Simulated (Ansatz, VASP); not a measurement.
**Al2O3: VASP beside Ansatz**

```
Al O
1.0
     3.40267    0.00000    0.00000
     0.00000    3.40267    0.00000
     0.00000    0.00000    7.90148
Al O
2 3
Direct
  0.50000 0.50000 0.19797
  0.50000 0.50000 0.80203
  0.00000 0.00000 0.50000
  0.50000 0.50000 0.41476
  0.50000 0.50000 0.58524
```

Alike in both runs: functional PBE; k mesh 12 × 12 × 6; occupations gaussian, width 0.1 eV; collinear spin.

Ansatz relaxed the structure, and its values are those at the end. VASP's run is a single point on that final structure, the one shown.

```csv
,VASP,Ansatz
version,VASP 6.6.1,Ansatz 0.2.0
potentials or method,"VASP PAW PBE potentials, release 64 (Al, O), cutoff 520 eV","scalar-relativistic, plane waves, PAW"
valence electrons in the cell,24,24
```

Ansatz gave:

| Quantity | Value |
| --- | --- |
| gap on the k mesh at the Fermi level (eV) | none |
| pressure (GPa) | 0.0 |
| rms of the force components (eV/Å) | 0.003 |
| net moment per atom (μB) | 0.41 |
| size of the moment on the site where the two differ most (μB) | 1.65 |

Q: Estimate VASP's values.

A: gap on the k mesh at the Fermi level (eV): none; pressure (GPa): 0.1; rms of the force components (eV/Å): 0.100; net moment per atom (μB): 0.41; size of the moment on the site where the two differ most (μB): 1.41.

Site moments also hang on the region over which each program counts them. A gap of «none» marks a metal or a gap that the smearing closes.
